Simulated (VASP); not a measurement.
The system is Co.

```xyz
3
Lattice="3.9701 0.0000 0.0000 -1.9851 3.4382 0.0000 0.0000 0.0000 2.4337" Properties=species:S:1:pos:R:3 pbc="T T T"
Co    0.0000    0.0000    0.0000
Co    0.0000    2.2922    1.2168
Co    1.9851    1.1461    1.2168
```

This isn't the form of Co at room conditions, which is hcp.

- Program: VASP 6.6.1
- Task: relaxation of cell and atoms
- Functional: PBEsol
- Potentials or basis: VASP PAW PBE potentials, release 64 (Co)
- Cutoff: 600 eV
- k mesh: 9 × 9 × 13
- Occupations: fermi-dirac, width 0.05 eV
- Spin: collinear spin, ferromagnetic start
- Starting moments: [1.7, 1.7, 1.7] μB

At the start: pressure -10.7 GPa; volume 11.07 Å³/atom.

Task: Where does the relaxation end?

Result: Over 5 steps the energy falls by 19.6 meV/atom and the volume is 10.52 Å³/atom (-5.0 %); space group P6/mmm (No. 191, to 0.1 Å) before and after; moment 4.88 μB per cell.

The path:
| step | energy change (eV) | largest force (eV/Å) | pressure (GPa) | volume (Å³) |
| --- | --- | --- | --- | --- |
| 1 | 0.0000 | 0.0000 | -10.69 | 33.22 |
| 2 | 0.0231 | 0.0000 | 15.65 | 29.79 |
| 3 | -0.0589 | 0.0000 | -0.06 | 31.58 |
| 4 | -0.0589 | 0.0000 | 0.14 | 31.54 |
| 5 | -0.0589 | 0.0000 | 0.12 | 31.55 |

Final structure:
```cif
data_structure
_symmetry_space_group_name_H-M 'P 1'
_symmetry_Int_Tables_number 1
_cell_length_a 3.8954
_cell_length_b 3.8954
_cell_length_c 2.4008
_cell_angle_alpha 90.000
_cell_angle_beta 90.000
_cell_angle_gamma 120.000
_cell_volume 31.55
loop_
_atom_site_label
_atom_site_type_symbol
_atom_site_fract_x
_atom_site_fract_y
_atom_site_fract_z
_atom_site_occupancy
Co1 Co 0.00000 0.00000 0.00000 1
Co2 Co 0.33333 0.66667 0.50000 1
Co3 Co 0.66667 0.33333 0.50000 1
```

Caveat: the PAW data sets were made with another functional, which shifts forces and pressure a little.
